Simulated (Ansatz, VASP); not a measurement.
**Zr3SiO8 in VASP and in Ansatz**

```xyz
12
Lattice="5.0587 0.0000 0.0000 0.0000 5.0587 0.0000 0.0000 0.0000 5.0587" Properties=species:S:1:pos:R:3 pbc="T T T"
Zr    2.5294    0.0000    0.0000
Zr    0.0000    2.5294    0.0000
Zr    0.0000    0.0000    2.5294
Si    2.5294    2.5294    2.5294
O     4.0717    0.9871    0.9871
O     0.9871    4.0717    0.9871
O     3.5031    1.5557    3.5031
O     1.5557    3.5031    3.5031
O     3.5031    3.5031    1.5557
O     1.5557    1.5557    1.5557
O     4.0717    4.0717    4.0717
O     0.9871    0.9871    4.0717
```

Alike in both runs: functional PBE; k mesh 6 × 6 × 6; no spin polarisation.

Ansatz relaxed the structure, and its values are those at the end. VASP's run is a single point on that final structure, the one shown.

|  | VASP | Ansatz |
| --- | --- | --- |
| version | VASP 6.6.1 | Ansatz 0.2.0 |
| potentials or method | VASP PAW PBE potentials, release 64 (Zr_sv, Si, O), cutoff 520 eV | scalar-relativistic, plane waves, PAW |
| occupations | gaussian, width 0.01 eV | fixed |
| valence electrons in the cell | 88 | 88 |

|  | VASP | Ansatz | Ansatz less VASP |
| --- | --- | --- | --- |
| gap on the k mesh at the Fermi level (eV) | 3.85 | 3.85 | +0.007 |
| least direct gap on the mesh (eV) | 3.88 | 3.89 | +0.006 |
| pressure (GPa) | 0.3 | 0.0 | -0.30 |
| rms of the force components (eV/Å) | 0.012 | 0.000 | -0.0116 |
